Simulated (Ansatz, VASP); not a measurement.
# Si2Ge in VASP and in Ansatz

```
Si Ge
1.0
     3.93002    0.00000    0.00000
    -1.96501    3.40349    0.00000
     0.00000    0.00000    9.61845
Si Ge
4 2
Cartesian
  0.0000 2.2690 5.1925
  1.9650 1.1345 2.0602
  0.0000 2.2690 7.5582
  1.9650 1.1345 4.4259
  0.0000 0.0000 8.3749
  0.0000 0.0000 1.2435
```

Alike in both runs: functional PBE; k mesh 12 × 12 × 4; occupations gaussian, width 0.02 eV; no spin polarisation.

Ansatz relaxed the structure, and its values are those at the end. VASP's run is a single point on that final structure, the one shown.

|  | VASP | Ansatz |
| --- | --- | --- |
| version | VASP 6.6.1 | Ansatz 0.2.0 |
| potentials or method | VASP PAW PBE potentials, release 64 (Si, Ge_d), cutoff 520 eV | scalar-relativistic, plane waves, PAW |
| valence electrons in the cell | 44 | 44 |

Ansatz gave:

```
gap on the k mesh at the Fermi level (eV) : 0.60
least direct gap on the mesh (eV)         : 1.14
pressure (GPa)                            : 0.0
```

**Question.** Estimate VASP's values.

**Answer.** gap on the k mesh at the Fermi level (eV): 0.61; least direct gap on the mesh (eV): 1.15; pressure (GPa): -0.1.
